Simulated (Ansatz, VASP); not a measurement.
**Hg: VASP beside Ansatz**

Contents of INCAR:

```
ALGO     = Fast           # electronic algorithm
EDIFF    = 1E-6           # SCF threshold, eV
ENCUT    = 520            # plane-wave cutoff, eV
GGA      = PS             # functional
ISIF     = 2              # what is computed and relaxed
ISMEAR   = 0              # smearing method
IVDW     = 12             # dispersion correction
LASPH    = T              # aspherical terms in the spheres
LCHARG   = F              # write CHGCAR
LREAL    = F              # projectors in reciprocal space
LWAVE    = F              # write WAVECAR
NBANDS   = 19             # bands
NELM     = 80             # most SCF steps
PREC     = Accurate       # precision mode
SIGMA    = 0.15           # smearing width, eV
```

File KPOINTS:

```
k-points
0
Gamma
  18 18 10
```

The input POSCAR:

```
Hg
1.0
    3.1540667384      0.0000000000      0.0000000000
   -1.5770333692      2.7315019207      0.0000000000
    0.0000000000      0.0000000000      5.0554047156
Hg
2
Direct
    0.6666666667      0.3333333333      0.7500000000
    0.3333333333      0.6666666667      0.2500000000
```

Input for Ansatz:

```yaml
crystal:
  lattice:
    - [3.1540667384, 0.0, 0.0]
    - [-1.5770333692, 2.7315019207, 0.0]
    - [0.0, 0.0, 5.0554047156]
  atoms:
    - { symbol: Hg, position: [0.6666666667, 0.3333333333, 0.75] }
    - { symbol: Hg, position: [0.3333333333, 0.6666666667, 0.25] }
basis:
  ecutwfc: 420
kpoints:
  mp_grid: { grid: [18, 18, 10] }
hamiltonian:
  xc: pbesol
  dispersion: d3bj
scf:
  occupations: { method: gaussian, width: 0.15 }
output:
  forces: true
  stress: true
  eigenvalues: true
  write_density: true
  write_potential: true
  elf: true
  volumetric_format: npy
```

Alike in both runs: task single point; functional PBEsol; dispersion D3(BJ); k mesh 18 × 18 × 10; occupations gaussian, width 0.15 eV; no spin polarisation.

```csv
,VASP,Ansatz
version,VASP 6.6.1,Ansatz 0.2.0
potentials or method,"VASP PAW PBE potentials, release 64 (Hg), cutoff 520 eV","scalar-relativistic, plane waves, PAW"
valence electrons in the cell,24,40
```

Ansatz gave:

- gap on the k mesh at the Fermi level (eV): none
- pressure (GPa): 0.1
- traceless stress, the component that is largest in VASP (GPa): -0.21

Q: What did VASP give for the same quantities?

A: gap on the k mesh at the Fermi level (eV): none; pressure (GPa): 0.7; traceless stress, the component that is largest in VASP (GPa): -0.20.

VASP's potentials were made for PBE, not for PBEsol. A gap of «none» marks a metal or a gap that the smearing closes. VASP's potentials hold 24 valence electrons a cell and Ansatz's 40, so a difference there can come from the potentials and not from the codes.

Spin-orbit coupling is off throughout.
